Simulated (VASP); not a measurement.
# HfN (P6_3/mmc) in VASP: notebook

The runs below take HfN through single point, with r2SCAN.

All numbers are computed with VASP 6.6.1; they aren't measurements. Logs are shortened: lines on timing, memory, paths and dates and some standing lists are left out, and cuts for length are marked.

### Step 1. The cell of the first run

It takes space group P6_3/mmc (No. 194, hexagonal). The conventional cell has a = 3.134 Å, b = 3.134 Å, c = 5.417 Å, α = 90.00°, β = 90.00°, γ = 120.00°. Within 3.0 Å of Hf (site symmetry -6m2) lie 6 N at 2.26 Å. Within 3.0 Å of N (site symmetry -3m) lie 6 Hf at 2.26 Å and 2 N at 2.71 Å.

### Step 2. Single point, r2SCAN

Input file POSCAR:

```
HfN
1.0
    3.1339080000      0.0000000000      0.0000000000
   -1.5669540000      2.7140440000      0.0000000000
    0.0000000000      0.0000000000      5.4167680000
Hf N
2 2
Direct
    0.6666666667      0.3333333333      0.7500000000
    0.3333333333      0.6666666667      0.2500000000
    0.0000000000      0.0000000000      0.0000000000
    0.0000000000      0.0000000000      0.5000000000
```

Input file INCAR.step1:

```
SYSTEM = HfN
PREC     = Accurate       ! precision mode
ENCUT    = 520            ! plane-wave cutoff, eV
ISMEAR   = 1              ! smearing method
SIGMA    = 0.25           ! smearing width, eV
LREAL    = .FALSE.        ! projectors in reciprocal space
LASPH    = .TRUE.         ! aspherical terms in the spheres
NELM     = 80             ! most SCF steps
NBANDS   = 23             ! bands
GGA      = PE             ! functional
ALGO     = Normal         ! electronic algorithm
EDIFF    = 1E-4           ! SCF threshold, eV
LWAVE    = .TRUE.         ! write WAVECAR
LCHARG   = .FALSE.        ! write CHGCAR
```

Input file INCAR.step2:

```
SYSTEM = HfN
PREC     = Accurate       ! precision mode
ENCUT    = 520            ! plane-wave cutoff, eV
EDIFF    = 1E-7           ! SCF threshold, eV
ISMEAR   = 1              ! smearing method
SIGMA    = 0.25           ! smearing width, eV
LREAL    = .FALSE.        ! projectors in reciprocal space
LASPH    = .TRUE.         ! aspherical terms in the spheres
NELM     = 80             ! most SCF steps
ALGO     = Normal         ! electronic algorithm
ISIF     = 2              ! what is computed and relaxed
LWAVE    = .FALSE.        ! write WAVECAR
LCHARG   = .FALSE.        ! write CHGCAR
METAGGA  = R2SCAN         ! meta-GGA
LMIXTAU  = .TRUE.       
NBANDS   = 23             ! bands
ISTART   = 1
```

Input file KPOINTS:

```
regular mesh
0
G
  8 8 4
  0 0 0
```

Potentials or basis: VASP PAW PBE potentials, release 64 (Hf_pv, N).

Started as:

```sh
$ cat potpaw_PBE.64/Hf_pv/POTCAR potpaw_PBE.64/N/POTCAR > POTCAR
$ cp INCAR.step1 INCAR
$ mpirun -np 1 vasp_std > vasp.out
$ cp INCAR.step2 INCAR
$ mpirun -np 1 vasp_std > vasp.out
```

OUTCAR:

```text
SYSTEM = HfN
   PREC = Accurate
   ENCUT = 520
   EDIFF = 1E-7
   ISMEAR = 1
   LREAL = .FALSE.
   LASPH = .TRUE.
   NELM = 80
   ISIF = 2
   METAGGA = R2SCAN
   ISTART = 1

 ion  position               nearest neighbor table
   1  0.667  0.333  0.750-   3 2.26   4 2.26   3 2.26   4 2.26   3 2.26   4 2.26   2 3.26   2 3.26
                             2 3.26   2 3.26   2 3.26   2 3.26
   2  0.333  0.667  0.250-   3 2.26   4 2.26   3 2.26   4 2.26   3 2.26   4 2.26   1 3.26   1 3.26
                             1 3.26   1 3.26   1 3.26   1 3.26
   3  0.000  0.000  0.000-   1 2.26   2 2.26   1 2.26   2 2.26   1 2.26   2 2.26
   4  0.000  0.000  0.500-   1 2.26   2 2.26   1 2.26   2 2.26   1 2.26   2 2.26

  LATTYP: Found a hexagonal cell.
 ALAT       =     3.1339080000
 C/A-ratio  =     1.7284387417

  Lattice vectors:

 A1 = (   3.1339080000,   0.0000000000,   0.0000000000)
 A2 = (  -1.5669540000,   2.7140440000,   0.0000000000)
 A3 = (   0.0000000000,   0.0000000000,   5.4167680000)

Analysis of symmetry for initial positions (statically):
=====================================================================
 Subroutine PRICEL returns:
 Original cell was already a primitive cell.

 Routine SETGRP: Setting up the symmetry group for a
 hexagonal supercell.

 Subroutine GETGRP returns: Found 24 space group operations
 (whereof 12 operations were pure point group operations)
 out of a pool of 24 trial point group operations.

The static configuration has the point symmetry D_3d.
 The point group associated with its full space group is D_6h.

Analysis of symmetry for dynamics (positions and initial velocities):
=====================================================================
 Subroutine PRICEL returns:
 Original cell was already a primitive cell.

 Routine SETGRP: Setting up the symmetry group for a
 hexagonal supercell.

 Subroutine GETGRP returns: Found 24 space group operations
 (whereof 12 operations were pure point group operations)
 out of a pool of 24 trial point group operations.

The dynamic configuration has the point symmetry D_3d.
 The point group associated with its full space group is D_6h.

 Subroutine INISYM returns: Found 24 space group operations
 (whereof 12 operations are pure point group operations),
 and found     1 'primitive' translations

----------------------------------------------------------------------------------------

                                     Primitive cell

  volume of cell :      46.0727

  direct lattice vectors                    reciprocal lattice vectors
     3.133908000  0.000000000  0.000000000     0.319090414  0.184226932  0.000000000
    -1.566954000  2.714044000  0.000000000     0.000000000  0.368453864  0.000000000
     0.000000000  0.000000000  5.416768000     0.000000000  0.000000000  0.184611931

  length of vectors
     3.133908000  3.133908051  5.416768000     0.368453870  0.368453864  0.184611931

  position of ions in fractional coordinates (direct lattice)
     0.666666667  0.333333333  0.750000000
     0.333333333  0.666666667  0.250000000
     0.000000000  0.000000000  0.000000000
     0.000000000  0.000000000  0.500000000

  ion indices of the primitive-cell ions
   primitive index   ion index
                 1           1
                 2           2
                 3           3
                 4           4

----------------------------------------------------------------------------------------

 KPOINTS: regular mesh

Automatic generation of k-mesh.
 Grid dimensions read from file:
 generate k-points for:    8    8    4

 Generating k-lattice:

  Cartesian coordinates                     Fractional coordinates (reciprocal lattice)
     0.039886302  0.023028367  0.000000000     0.125000000 -0.000000000  0.000000000
     0.000000000  0.046056733  0.000000000     0.000000000  0.125000000  0.000000000
     0.000000000  0.000000000  0.046152983     0.000000000  0.000000000  0.250000000

  Length of vectors
     0.046056734  0.046056733  0.046152983

  Shift w.r.t. Gamma in fractional coordinates (k-lattice)
     0.000000000  0.000000000  0.000000000

 Subroutine IBZKPT returns following result:
 ===========================================

 Found     30 irreducible k-points:

 Following reciprocal coordinates:
            Coordinates               Weight
  0.000000  0.000000  0.000000      1.000000
  0.125000  0.000000  0.000000      6.000000
  0.250000  0.000000  0.000000      6.000000
  0.375000  0.000000  0.000000      6.000000
  0.500000  0.000000  0.000000      3.000000
  0.125000  0.125000  0.000000      6.000000
[... 16 lines left out ...]
  0.250000  0.000000  0.500000      6.000000
  0.375000  0.000000  0.500000      6.000000
 [... further k-points ...]
   k-points           NKPTS =     30   k-points in BZ     NKDIM =     30   number of bands    NBANDS=     23
   number of dos      NEDOS =    301   number of ions     NIONS =      4
   total plane-waves  NPLWV =  23040
[... 76 lines left out ...]
      4     -24.0733      2.00000
      5     -24.0169      2.00000
      6     -24.0169      2.00000
[... 15 lines left out ...]
     22      13.8716      0.00000
     23      13.8716      0.00000

 k-point     2 :       0.1250    0.0000    0.0000
  band No.  band energies     occupation
      1     -24.9949      2.00000
      2     -24.2076      2.00000
      3     -24.1911      2.00000
      4     -24.1408      2.00000
      5     -24.1139      2.00000
      6     -24.0293      2.00000
[... 15 lines left out ...]
     22      13.3247      0.00000
     23      13.8095      0.00000

 k-point     3 :       0.2500    0.0000    0.0000
  band No.  band energies     occupation
      1     -24.8457      2.00000
      2     -24.5354      2.00000
      3     -24.4103      2.00000
      4     -24.2123      2.00000
      5     -24.1995      2.00000
      6     -24.0703      2.00000
[... 15 lines left out ...]
     22      13.3943      0.00000
     23      13.6173      0.00000

 k-point     4 :       0.3750    0.0000    0.0000
  band No.  band energies     occupation
      1     -24.8481      2.00000
      2     -24.6632      2.00000
      3     -24.6624      2.00000
      4     -24.2781      2.00000
      5     -24.2640      2.00000
      6     -24.1166      2.00000
[... 15 lines left out ...]
     22      13.9352      0.00000
     23      15.0194      0.00000

 k-point     5 :       0.5000    0.0000    0.0000
  band No.  band energies     occupation
      1     -24.9726      2.00000
      2     -24.7635      2.00000
      3     -24.5587      2.00000
      4     -24.3134      2.00000
      5     -24.3094      2.00000
      6     -24.1364      2.00000
[... 15 lines left out ...]
     22      13.9885      0.00000
     23      16.0249      0.00000

 k-point     6 :       0.1250    0.1250    0.0000
  band No.  band energies     occupation
      1     -24.8918      2.00000
      2     -24.3979      2.00000
      3     -24.3695      2.00000
      4     -24.2039      2.00000
      5     -24.1517      2.00000
      6     -24.0894      2.00000
[... 15 lines left out ...]
     22      12.9515      0.00000
     23      13.0854      0.00000

 k-point     7 :       0.2500    0.1250    0.0000
  band No.  band energies     occupation
      1     -24.7243      2.00000
      2     -24.7042      2.00000
      3     -24.5740      2.00000
      4     -24.2737      2.00000
      5     -24.2414      2.00000
      6     -24.1617      2.00000
[... 353 lines left out ...]
     22      14.5544      0.00000
     23      15.6330      0.00000

 k-point    21 :       0.0000    0.0000    0.5000
  band No.  band energies     occupation
      1     -24.6390      2.00000
      2     -24.6390      2.00000
      3     -24.0451      2.00000
      4     -24.0451      2.00000
      5     -24.0451      2.00000
      6     -24.0451      2.00000
[... 15 lines left out ...]
     22      11.1555     -0.00000
     23      12.5755     -0.00000

 k-point    22 :       0.1250    0.0000    0.5000
  band No.  band energies     occupation
      1     -24.6302      2.00000
      2     -24.6302      2.00000
      3     -24.1518      2.00000
      4     -24.1518      2.00000
      5     -24.0717      2.00000
      6     -24.0717      2.00000
[... 15 lines left out ...]
     22      12.5191     -0.00000
     23      13.3376      0.00000

 k-point    23 :       0.2500    0.0000    0.5000
  band No.  band energies     occupation
      1     -24.6743      2.00000
      2     -24.6743      2.00000
      3     -24.3322      2.00000
      4     -24.3322      2.00000
      5     -24.1353      2.00000
      6     -24.1353      2.00000
[... 15 lines left out ...]
     22      13.3334      0.00000
     23      14.5996      0.00000

 k-point    24 :       0.3750    0.0000    0.5000
  band No.  band energies     occupation
      1     -24.8556      2.00000
      2     -24.8556      2.00000
      3     -24.3600      2.00000
      4     -24.3600      2.00000
      5     -24.1980      2.00000
      6     -24.1980      2.00000
[... 15 lines left out ...]
     22      13.6709      0.00000
     23      15.4450      0.00000

 [... further k-points ...]
[... 5 lines left out ...]
  --------------------------------------------------------------------------------------
  -------------------------------------------------------------------------------------
  Total        0.0456684      0.0456684     -0.1140260      0.0000000      0.0000000     -0.0000000
  in kB        1.5881198      1.5881199     -3.9652563      0.0000000      0.0000000     -0.0000000
  external PRESSURE =      -0.2630055 kB  Pullay stress =       0.0000000 kB

 VOLUME and BASIS-vectors are now :
 -----------------------------------------------------------------------------
  energy-cutoff  :      520.00
  volume of cell :       46.07
      direct lattice vectors                 reciprocal lattice vectors
     3.133908000  0.000000000  0.000000000     0.319090414  0.184226932  0.000000000
    -1.566954000  2.714044000  0.000000000     0.000000000  0.368453864  0.000000000
     0.000000000  0.000000000  5.416768000     0.000000000  0.000000000  0.184611931

 POSITION                                       TOTAL-FORCE (eV/Angst)
 -----------------------------------------------------------------------------------
      1.56695      0.90468      4.06258        -0.000000      0.000000      0.000000
     -0.00000      1.80936      1.35419         0.000000     -0.000000      0.000000
      0.00000      0.00000      0.00000         0.000000      0.000000      0.000000
      0.00000      0.00000      2.70838        -0.000000      0.000000      0.000000
 -----------------------------------------------------------------------------------
    total drift:                               -0.000000      0.000000     -0.000000

  FREE ENERGIE OF THE ION-ELECTRON SYSTEM (eV)
  ---------------------------------------------------
  free  energy   TOTEN  =      -116.3798371756 eV

  energy  without entropy=     -116.3724759485  energy(sigma->0) =     -116.37738343
```

Wall time 3 min (1 thread of Intel Xeon 8259CL, shared host); peak memory 0.18 GiB.

Results:

```yaml
Free_energy: -116.3798 eV
Pressure: 0.0 GPa
Band_gap_on_the_k_mesh: zero (bands 15 and 16 overlap by 2.45 eV)
```

Levels at points of the mesh, in eV from the Fermi level:
| k point | band 11 | band 12 | band 13 | band 14 | band 15 | band 16 | band 17 | band 18 | band 19 | band 20 |
| --- | --- | --- | --- | --- | --- | --- | --- | --- | --- | --- |
| (0.00, 0.00, 0.00) | -4.87 | -3.73 | -3.73 | -1.83 | -0.29 | 1.04 | 1.04 | 1.37 | 2.22 | 2.22 |
| (0.50, 0.00, 0.00) | -5.98 | -5.63 | -3.42 | -2.71 | -2.55 | 2.65 | 3.10 | 4.83 | 4.98 | 5.91 |
| (0.00, 0.00, 0.50) | -4.51 | -4.51 | -4.51 | -4.51 | 2.15 | 2.15 | 3.24 | 3.24 | 3.24 | 3.24 |
| (0.50, 0.00, 0.50) | -5.58 | -5.58 | -4.63 | -4.63 | -0.17 | -0.17 | 5.12 | 5.12 | 5.17 | 5.17 |

Caveat: so wide a smearing shifts energies and pressures; the PAW data sets were made with another functional, which shifts forces and pressure a little; spin-orbit coupling is left out, which moves the levels of the heavy elements.

### Step 3. Single point, r2SCAN

POSCAR is that of step 2.

Input file INCAR.step1:

```
SYSTEM = HfN
ALGO     = Normal         ! electronic algorithm
EDIFF    = 1E-4           ! SCF threshold, eV
ENCUT    = 520            ! plane-wave cutoff, eV
GGA      = PE             ! functional
ISMEAR   = 1              ! smearing method
LASPH    = .TRUE.         ! aspherical terms in the spheres
LCHARG   = .FALSE.        ! write CHGCAR
LREAL    = .FALSE.        ! projectors in reciprocal space
LWAVE    = .TRUE.         ! write WAVECAR
NBANDS   = 23             ! bands
NELM     = 60             ! most SCF steps
PREC     = Accurate       ! precision mode
SIGMA    = 0.15           ! smearing width, eV
```

Input file INCAR.step2:

```
SYSTEM = HfN
ALGO     = Normal         ! electronic algorithm
EDIFF    = 1E-6           ! SCF threshold, eV
ENCUT    = 520            ! plane-wave cutoff, eV
ISIF     = 2              ! what is computed and relaxed
ISMEAR   = 1              ! smearing method
ISTART   = 1            
LASPH    = .TRUE.         ! aspherical terms in the spheres
LCHARG   = .FALSE.        ! write CHGCAR
LMIXTAU  = .TRUE.       
LREAL    = .FALSE.        ! projectors in reciprocal space
LWAVE    = .FALSE.        ! write WAVECAR
METAGGA  = R2SCAN         ! meta-GGA
NBANDS   = 23             ! bands
NELM     = 60             ! most SCF steps
PREC     = Accurate       ! precision mode
SIGMA    = 0.15           ! smearing width, eV
```

Input file KPOINTS:

```
k-points
0
G
  8 8 4
  0 0 0
```

Potentials or basis: VASP PAW PBE potentials, release 64 (Hf_pv, N).

Started as:

```sh
$ cat potpaw_PBE.64/Hf_pv/POTCAR potpaw_PBE.64/N/POTCAR > POTCAR
$ cp INCAR.step1 INCAR
$ mpirun -np 1 vasp_std > vasp.out
$ cp INCAR.step2 INCAR
$ mpirun -np 1 vasp_std > vasp.out
```

It took 2.7 min on 1 thread of Intel Xeon 8259CL, shared host; peak memory 0.18 GiB.

Results (log left out):

- Free energy: -116.3771 eV
- Pressure: 0.0 GPa
- Band gap on the k mesh: zero (bands 15 and 16 overlap by 2.45 eV)

Stress tensor (GPa, compression positive):
```
 0.31  0.00  0.00
 0.00  0.31  0.00
 0.00  0.00 -0.50
```

Levels at points of the mesh, in eV from the Fermi level:
```
           k point  band 13  band 14  band 15  band 16  band 17  band 18
(0.00, 0.00, 0.00)    -3.73    -1.83    -0.28     1.04     1.04     1.38
(0.50, 0.00, 0.00)    -3.41    -2.71    -2.54     2.65     3.11     4.84
(0.00, 0.00, 0.50)    -4.51    -4.51     2.15     2.15     3.25     3.25
(0.50, 0.00, 0.50)    -4.62    -4.62    -0.16    -0.16     5.12     5.12
```

Caveat: the PAW data sets were made with another functional, which shifts forces and pressure a little; spin-orbit coupling is left out, which moves the levels of the heavy elements.

### Step 4. Single point, r2SCAN

POSCAR is that of step 3.

Input file INCAR.step1:

```
SYSTEM = HfN
PREC = Accurate
ENCUT = 520
ISMEAR = 1
SIGMA = 0.1
LREAL = .FALSE.
LASPH = .TRUE.
NELM = 80
NBANDS = 23
GGA = PE
ALGO = Normal
EDIFF = 1E-4
LWAVE = .TRUE.
LCHARG = .FALSE.
```

Input file INCAR.step2:

```
SYSTEM = HfN
PREC = Accurate
ENCUT = 520
EDIFF = 1E-6
ISMEAR = 1
SIGMA = 0.1
LREAL = .FALSE.
LASPH = .TRUE.
NELM = 80
ALGO = Normal
ISIF = 2
LWAVE = .FALSE.
LCHARG = .FALSE.
METAGGA = R2SCAN
LMIXTAU = .TRUE.
NBANDS = 23
ISTART = 1
```

Input file KPOINTS:

```
regular mesh
0
G
  8 8 4
  0 0 0
```

Started as:

```sh
$ cat potpaw_PBE.64/Hf_pv/POTCAR potpaw_PBE.64/N/POTCAR > POTCAR
$ cp INCAR.step1 INCAR
$ mpirun -np 1 vasp_std > vasp.out
$ cp INCAR.step2 INCAR
$ mpirun -np 1 vasp_std > vasp.out
```

It took 3.2 min on 1 thread of Intel Xeon 8259CL, shared host; peak memory 0.18 GiB.

Results (log left out):

```
Free energy            : -116.3755 eV
Pressure               : 0.1 GPa
Band gap on the k mesh : zero (bands 15 and 16 overlap by 2.45 eV)
```

Stress tensor (GPa, compression positive):
```
 0.32  0.00  0.00
 0.00  0.32  0.00
 0.00  0.00 -0.40
```

Levels at points of the mesh, in eV from the Fermi level:
| k point | band 11 | band 12 | band 13 | band 14 | band 15 | band 16 | band 17 | band 18 | band 19 | band 20 |
| --- | --- | --- | --- | --- | --- | --- | --- | --- | --- | --- |
| (0.00, 0.00, 0.00) | -4.86 | -3.72 | -3.72 | -1.82 | -0.28 | 1.05 | 1.05 | 1.38 | 2.23 | 2.23 |
| (0.50, 0.00, 0.00) | -5.97 | -5.62 | -3.40 | -2.71 | -2.54 | 2.66 | 3.11 | 4.84 | 4.98 | 5.92 |
| (0.00, 0.00, 0.50) | -4.50 | -4.50 | -4.50 | -4.50 | 2.16 | 2.16 | 3.25 | 3.25 | 3.25 | 3.25 |
| (0.50, 0.00, 0.50) | -5.57 | -5.57 | -4.62 | -4.62 | -0.16 | -0.16 | 5.12 | 5.12 | 5.17 | 5.17 |

Caveat: the PAW data sets were made with another functional, which shifts forces and pressure a little; spin-orbit coupling is left out, which moves the levels of the heavy elements.

### Step 5. The runs side by side

| smearing | gap on the mesh (eV) | pressure (GPa) |
| --- | --- | --- |
| methfessel-paxton 0.25 eV | none | 0.0 |
| methfessel-paxton 0.15 eV | none | 0.0 |
| methfessel-paxton 0.1 eV | none | 0.1 |

Alike in all rows: task single point; level r2SCAN; potentials or basis VASP PAW PBE potentials, release 64 (Hf_pv, N); no spin polarisation; cell as given; k mesh 8 × 8 × 4; cutoff (eV) 520.

Caveats: the PAW data sets were made with another functional, which shifts forces and pressure a little; spin-orbit coupling is left out, which moves the levels of the heavy elements; so wide a smearing shifts energies and pressures (at least some runs).

Total energies depend on the potentials used, so only differences within one code and one set of settings carry meaning.
